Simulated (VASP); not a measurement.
# Co12H in VASP: single point with PBE

Aim: the single point of Co12H with PBE.

Program: VASP 6.6.1. These are calculated values, not measurements. Logs are shortened: lines on timing, memory, paths and dates and some standing lists are left out, and cuts for length are marked.

## 1. The cell of the first run

The cell holds a slab with vacuum, 13 atoms: a = 4.988 Å, b = 4.988 Å, c = 23.033 Å, α = 90.00°, β = 90.00°, γ = 120.00°.

## 2. Single point, PBE, collinear spin, ferromagnetic start

INCAR reads:

```
SYSTEM = Co12H
ALGO = Normal ; DIPOL = 0.5 0.5 0.465
EDIFF = 1E-6 ; ENCUT = 520
GGA = PE ; IDIPOL = 3
ISIF = 2 ; ISMEAR = 0
ISPIN = 2 ; LASPH = .TRUE.
LCHARG = .FALSE. ; LDIPOL = .TRUE.
LMAXMIX = 4 ; LORBIT = 11
LREAL = .FALSE. ; LWAVE = .FALSE.
MAGMOM = 2 2 2 2 1.97 1.97 1.97 1.97 2 2 2 2 1 ; NBANDS = 70
NELM = 150 ; PREC = Accurate
SIGMA = 0.1
```

KPOINTS reads:

```
k-points
0
G
  6 6 1
  0 0 0
```

POSCAR reads:

```
Co12H
1.0
    4.9875371071      0.0000000000      0.0000000000
   -2.4937685535      4.3193338370      0.0000000000
    0.0000000000      0.0000000000     23.0330681235
Co H
12 1
Direct
    0.1666666667      0.3333333333      0.3690346399
    0.1666666667      0.8333333333      0.3690346399
    0.6666666667      0.3333333333      0.3690346399
    0.6666666667      0.8333333333      0.3690346399
    0.3328743675      0.1664371838      0.4547894801
    0.3333333333      0.6666666667      0.4551083930
    0.8335628162      0.1664371838      0.4547894801
    0.8335628162      0.6671256325      0.4547894801
    0.1682982185      0.3365964369      0.5415881596
    0.1682982185      0.8317017815      0.5415881596
    0.6666666667      0.3333333333      0.5400160620
    0.6634035631      0.8317017815      0.5415881596
    0.0000000000      0.0000000000      0.5821969420
```

Potentials or basis: VASP PAW PBE potentials, release 64 (Co, H).

Command:

```bash
$ cat potpaw_PBE.64/Co/POTCAR potpaw_PBE.64/H/POTCAR > POTCAR
$ mpirun -np 1 vasp_std > vasp.out
```

OUTCAR:

```text
SYSTEM = Co12H
   EDIFF = 1E-6
   ENCUT = 520
   GGA = PE
   ISIF = 2
   ISMEAR = 0
   ISPIN = 2
   LASPH = .TRUE.
   LORBIT = 11
   LREAL = .FALSE.
   NELM = 150
   PREC = Accurate

 ion  position               nearest neighbor table
   1  0.167  0.333  0.369-   5 2.44   7 2.44   6 2.45   2 2.49   2 2.49   4 2.49   4 2.49   3 2.49
                             3 2.49
   2  0.167  0.833  0.369-   5 2.44   8 2.44   6 2.45   1 2.49   1 2.49   3 2.49   3 2.49   4 2.49
                             4 2.49
   3  0.667  0.333  0.369-   7 2.45   8 2.45   5 2.45   4 2.49   4 2.49   2 2.49   2 2.49   1 2.49
                             1 2.49
   4  0.667  0.833  0.369-   8 2.44   7 2.44   6 2.45   3 2.49   3 2.49   1 2.49   1 2.49   2 2.49
                             2 2.49
   5  0.333  0.166  0.455-  11 2.44   1 2.44   2 2.44   3 2.45   9 2.47  10 2.47   8 2.49   7 2.49
                             6 2.49   6 2.49   8 2.50   7 2.50
   6  0.333  0.667  0.455-  10 2.45   9 2.45  12 2.45   2 2.45   1 2.45   4 2.45   5 2.49   5 2.49
                             7 2.49   7 2.49   8 2.49   8 2.49
   7  0.834  0.166  0.455-  11 2.44   4 2.44   1 2.44   3 2.45  12 2.47   9 2.47   8 2.49   5 2.49
                             6 2.49   6 2.49   8 2.50   5 2.50
   8  0.834  0.667  0.455-  11 2.44   4 2.44   2 2.44   3 2.45  12 2.47  10 2.47   7 2.49   5 2.49
                             6 2.49   6 2.49   7 2.50   5 2.50
   9  0.168  0.337  0.542-  13 1.73   6 2.45   5 2.47   7 2.47  10 2.47  12 2.47  11 2.49  11 2.49
                            10 2.52  12 2.52
  10  0.168  0.832  0.542-  13 1.73   6 2.45   5 2.47   8 2.47   9 2.47  12 2.47  11 2.49  11 2.49
                             9 2.52  12 2.52
  11  0.667  0.333  0.540-   7 2.44   8 2.44   5 2.44  12 2.49  12 2.49  10 2.49  10 2.49   9 2.49
                             9 2.49
  12  0.663  0.832  0.542-  13 1.73   6 2.45   8 2.47   7 2.47   9 2.47  10 2.47  11 2.49  11 2.49
                             9 2.52  10 2.52
  13  0.000  0.000  0.582-   9 1.73  12 1.73  10 1.73

  LATTYP: Found a hexagonal cell.
 ALAT       =     4.9875371071
 C/A-ratio  =     4.6181246633

  Lattice vectors:

 A1 = (   4.9875371071,   0.0000000000,   0.0000000000)
 A2 = (  -2.4937685535,   4.3193338370,   0.0000000000)
 A3 = (   0.0000000000,   0.0000000000,  23.0330681235)

Analysis of symmetry for initial positions (statically):
=====================================================================
 Subroutine PRICEL returns:
 Original cell was already a primitive cell.

 Routine SETGRP: Setting up the symmetry group for a
 hexagonal supercell.

 Subroutine GETGRP returns: Found  6 space group operations
 (whereof  6 operations were pure point group operations)
 out of a pool of 24 trial point group operations.

The static configuration has the point symmetry C_3v.

Analysis of symmetry for dynamics (positions and initial velocities):
=====================================================================
 Subroutine PRICEL returns:
 Original cell was already a primitive cell.

 Routine SETGRP: Setting up the symmetry group for a
 hexagonal supercell.

 Subroutine GETGRP returns: Found  6 space group operations
 (whereof  6 operations were pure point group operations)
 out of a pool of 24 trial point group operations.

The dynamic configuration has the point symmetry C_3v.

Analysis of structural, dynamic, and magnetic symmetry:
=====================================================================
 Subroutine PRICEL returns:
 Original cell was already a primitive cell.

 Routine SETGRP: Setting up the symmetry group for a
 hexagonal supercell.

 Subroutine GETGRP returns: Found  6 space group operations
 (whereof  6 operations were pure point group operations)
 out of a pool of 24 trial point group operations.

The overall configuration has the point symmetry C_3v.

 Subroutine INISYM returns: Found  6 space group operations
 (whereof  6 operations are pure point group operations),
 and found     1 'primitive' translations

----------------------------------------------------------------------------------------

                                     Primitive cell

  volume of cell :     496.1977

  direct lattice vectors                    reciprocal lattice vectors
[... 102 lines left out ...]
   NELECT =     109.0000    total number of electrons
   NUPDOWN=      -1.0000    fix difference up-down
   EMIN   =  10.00;   EMAX   =-10.00  energy-range for DOS
   EFERMI =   0.00;   METHOD = LEGACY
   ISMEAR =     0;   SIGMA  =   0.10  broadening in eV -4-tet -1-fermi 0-gaus
   EFERMI_NEDOS =   21; number of points for ismear=-14 and -15
   IALGO  =     38    algorithm
   IMIX   =      4    mixing-type and parameters
     AMIX     =   0.40;   BMIX     =  1.00
     AMIX_MAG =   1.60;   BMIX_MAG =  1.00
  volume/ion in A,a.u.               =      38.17       257.58
  Fermi-wavevector in a.u.,A,eV,Ry     =   0.987792  1.866656 13.275649  0.975733
  Thomas-Fermi vector in A             =   2.119272
   LORBIT       =     11    0 simple, 1 ext, 2 COOP (PROOUT), +10 PAW based schemes
   GGA     = PE    functional components
   LHFCALC =     F    Hartree Fock is set to
   AEXX    =    0.0000 exact exchange contribution
   IVDW    =     0    specifies the selected vdW correction
   LEPSILON=     F    determine dielectric tensor
   LRPA    =     F    only Hartree local field effects (RPA)
 spin polarized calculation
 Gauss-broadening in eV      SIGMA  =   0.10
  energy-cutoff  :      520.00
  volume of cell :      496.20
 maximum number of plane-waves:     13374
 NGX is ok and might be reduce to    40
   NGX = 19   NGY = 19   NGZ = 85

 dipolmoment           0.000000      0.000000      0.276419 electrons x Angstroem

 number of electron     108.9999993 magnetization      20.3250306

 dipolmoment           0.000000      0.000000     -0.000276 electrons x Angstroem

 Free energy of the ion-electron system (eV)
  ---------------------------------------------------
  ext. energy  EPLUGINS =         0.00000000
  ---------------------------------------------------
  free energy    TOTEN  =       -82.59852844 eV

  energy without entropy =      -82.52742359  energy(sigma->0) =      -82.56297601

 E-fermi :  -0.8164     XC(G=0):  -4.3828

 val. band max:       -0.8248909587   @ k =   0.3333   0.3333   0.0000
 cond. band min:      -0.8048325316   @ k =   0.1667   0.0000   0.0000
 fundamental gap:      0.0200584271
 Fermi energy:        -0.8163698023

 spin component 1

 k-point     1 :       0.0000    0.0000    0.0000
  band No.  band energies     occupation
      1      -9.2436      1.00000
      2      -7.8100      1.00000
      3      -6.3845      1.00000
      4      -5.7913      1.00000
      5      -5.7157      1.00000
      6      -5.7157      1.00000
[... 472 lines left out ...]
     65      -1.2786      1.00000
     66      -1.2199      1.00000
 Fermi energy:        -0.8163698023

 spin component 2

 k-point     1 :       0.0000    0.0000    0.0000
  band No.  band energies     occupation
      1      -9.2074      1.00000
      2      -7.6487      1.00000
      3      -5.8842      1.00000
      4      -4.8948      1.00000
      5      -4.7136      1.00000
      6      -4.7136      1.00000
[... 472 lines left out ...]
     65       0.3846      0.00000
     66       0.4566      0.00000
 [bands above 66 left out]

------------------------ aborting loop because EDIFF is reached ----------------------------------------

 vacuum level on the upper side and lower side of the slab       (xc-potential included)         0.000         0.003

  FORCE on cell =-STRESS in cart. coord.  units (eV):
  Direction    XX          YY          ZZ          XY          YZ          ZX
  --------------------------------------------------------------------------------------
  -------------------------------------------------------------------------------------
  Total       -5.3844534     -5.3844534     -0.5878978     -0.0000000      0.0000000     -0.0000000
  in kB      -17.3859129    -17.3859129     -1.8982689     -0.0000000      0.0000000     -0.0000000
  external PRESSURE =     -12.2233649 kB  Pullay stress =       0.0000000 kB

 VOLUME and BASIS-vectors are now :
 -----------------------------------------------------------------------------
  energy-cutoff  :      520.00
  volume of cell :      496.20
      direct lattice vectors                 reciprocal lattice vectors
     4.987537107  0.000000000  0.000000000     0.200499761  0.115758591  0.000000000
    -2.493768553  4.319333837  0.000000000     0.000000000  0.231517182  0.000000000
     0.000000000  0.000000000 23.033068124     0.000000000  0.000000000  0.043415840

 POSITION                                       TOTAL-FORCE (eV/Angst)
 -----------------------------------------------------------------------------------
      0.00000      1.43978      8.50000         0.000000      0.041256      0.040769
     -1.24688      3.59944      8.50000         0.035729     -0.020628      0.040769
      2.49377      1.43978      8.50000        -0.000000      0.000000      0.026134
      1.24688      3.59944      8.50000        -0.035729     -0.020628      0.040769
      1.24517      0.71890     10.47520         0.005443      0.003143      0.000301
     -0.00000      2.87956     10.48254        -0.000000      0.000000     -0.013686
      3.74237      0.71890     10.47520        -0.005443      0.003143      0.000301
      2.49377      2.88154     10.47520        -0.000000     -0.006285      0.000301
      0.00000      1.45387     12.47444         0.000000      0.007269     -0.041592
     -1.23468      3.59240     12.47444         0.006295     -0.003635     -0.041592
      2.49377      1.43978     12.43823        -0.000000      0.000000     -0.012053
      1.23468      3.59240     12.47444        -0.006295     -0.003635     -0.041592
      0.00000      0.00000     13.40978        -0.000000      0.000000      0.001170
 -----------------------------------------------------------------------------------
    total drift:                                0.000000      0.000000      0.000468

  FREE ENERGIE OF THE ION-ELECTRON SYSTEM (eV)
  ---------------------------------------------------
  free  energy   TOTEN  =       -82.5985284383 eV

  energy  without entropy=      -82.5274235888  energy(sigma->0) =      -82.56297601

 vacuum level on the upper side and lower side of the slab         4.107         4.109

 total charge

# of ion       s       p       d       tot
------------------------------------------
    1        0.483   0.406   7.240   8.128
    2        0.483   0.406   7.240   8.128
    3        0.483   0.407   7.239   8.128
    4        0.483   0.406   7.240   8.128
    5        0.491   0.531   7.269   8.292
    6        0.490   0.540   7.263   8.293
    7        0.491   0.531   7.269   8.292
    8        0.491   0.531   7.269   8.292
    9        0.474   0.460   7.260   8.194
   10        0.474   0.460   7.260   8.194
   11        0.486   0.407   7.231   8.125
   12        0.474   0.460   7.260   8.194
   13        0.528   0.022   0.000   0.550
--------------------------------------------------
tot          6.332   5.566  87.041  98.939

 magnetization (x)

# of ion       s       p       d       tot
------------------------------------------
    1       -0.010  -0.039   1.786   1.737
    2       -0.010  -0.039   1.786   1.737
    3       -0.010  -0.042   1.806   1.753
    4       -0.010  -0.039   1.786   1.737
    5       -0.014  -0.051   1.788   1.724
    6       -0.011  -0.049   1.742   1.681
    7       -0.014  -0.051   1.788   1.724
    8       -0.014  -0.051   1.788   1.724
    9       -0.008  -0.034   1.680   1.638
   10       -0.008  -0.034   1.680   1.638
   11       -0.010  -0.038   1.844   1.796
   12       -0.008  -0.034   1.680   1.638
   13       -0.017  -0.000   0.000  -0.017
--------------------------------------------------
tot         -0.143  -0.500  21.153  20.510
```

It took 18 min on 1 thread of Intel Xeon 6975P-C (Granite Rapids), shared host; peak memory 0.99 GiB.

Results:

```yaml
Free_energy: -82.5985 eV
Largest_force: 0.058 eV/Å
Net_moment: 20.33 μB per cell
Site_moments: Co +1.74, +1.75, +1.72, +1.68, +1.64, +1.80 (each value once); H -0.02 μB
Valence_electrons_inside_the_program's_atomic_spheres: Co 8.13, 8.29, 8.19, 8.12 (each value once); H 0.55
```

Forces on the atoms (eV/Å):
```
Co   0.000  0.041  0.041
Co   0.036 -0.021  0.041
Co   0.000  0.000  0.026
Co  -0.036 -0.021  0.041
Co   0.005  0.003  0.000
Co   0.000  0.000 -0.014
Co  -0.005  0.003  0.000
Co   0.000 -0.006  0.000
Co   0.000  0.007 -0.042
Co   0.006 -0.004 -0.042
Co   0.000  0.000 -0.012
Co  -0.006 -0.004 -0.042
H    0.000  0.000  0.001
```

Levels at points of the mesh, in eV from the Fermi level:
Spin up:
```tsv
k point	band 60	band 61	band 62	band 63	band 64	band 65	band 66	band 67	band 68	band 69
(0.00, 0.00, 0.00)	-0.54	-0.54	-0.54	-0.53	-0.22	0.79	1.11	1.11	1.32	1.80
(0.50, 0.00, 0.00)	-1.03	-0.87	-0.84	-0.69	-0.67	0.51	1.19	1.25	1.26	2.11
```
Spin down:
```
           k point  band 43  band 44  band 45  band 46  band 47  band 48
(0.00, 0.00, 0.00)     0.16     0.17     0.17     0.58     0.58     0.62
(0.50, 0.00, 0.00)    -0.20    -0.19    -0.06    -0.01     0.17     0.23
```
